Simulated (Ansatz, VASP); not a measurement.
**Two plane-wave programs on PbS**

Contents of INCAR:

```
SYSTEM = PbS
PREC = Accurate ; ENCUT = 520
EDIFF = 1E-6 ; ISMEAR = 0
SIGMA = 0.01 ; LREAL = .False.
LASPH = .True. ; NELM = 100
ALGO = Normal ; ISIF = 2
LWAVE = .False. ; LCHARG = .True.
GGA = PS ; LELF = .True.
LVHAR = .True. ; NBANDS = 28
```

Contents of KPOINTS:

```
regular mesh
0
Gamma
  6 6 6
  0 0 0
```

Contents of POSCAR:

```
PbS
1.0
    2.0982792087     -6.0440863365      0.0000000000
    2.0982792087      6.0440863365      0.0000000000
    0.0000000000      0.0000000000      4.3170261510
Pb S
2 2
Direct
    0.8694366500      0.1305633500      0.7500000000
    0.1305633500      0.8694366500      0.2500000000
    0.6452029100      0.3547970900      0.7500000000
    0.3547970900      0.6452029100      0.2500000000
```

Input for Ansatz:

```yaml
crystal:
  lattice:
    - [2.098279208655812, -6.044086336513189, 0.0]
    - [2.098279208655812, 6.044086336513189, 0.0]
    - [0.0, 0.0, 4.317026150997428]
  atoms:
    - { symbol: Pb, position: [0.86943665, 0.13056335, 0.75] }
    - { symbol: Pb, position: [0.13056335, 0.86943665, 0.25] }
    - { symbol: S, position: [0.64520291, 0.35479709, 0.75] }
    - { symbol: S, position: [0.35479709, 0.64520291, 0.25] }
basis:
  ecutwfc: 500.0
kpoints:
  mp_grid:
    grid: [6, 6, 6]
hamiltonian:
  xc: pbesol
scf:
  occupations:
    method: fixed
output:
  stress: true
```

Alike in both runs: task single point; functional PBEsol; k mesh 6 × 6 × 6; no spin polarisation.

|  | VASP | Ansatz |
| --- | --- | --- |
| version | VASP 6.6.1 | Ansatz 0.2.0 |
| potentials or method | VASP PAW PBE potentials, release 64 (Pb_d, S), cutoff 520 eV | plane waves, PAW |
| occupations | gaussian, width 0.01 eV | fixed |
| valence electrons in the cell | 40 | 40 |

```tsv
	VASP	Ansatz	Ansatz less VASP
pressure (GPa)	-3.1	-3.1	+0.05
traceless stress, the component that is largest in VASP (GPa)	0.40	0.41	+0.015
```

VASP's potentials were made for PBE, not for PBEsol.

Neither program's run includes spin-orbit coupling.
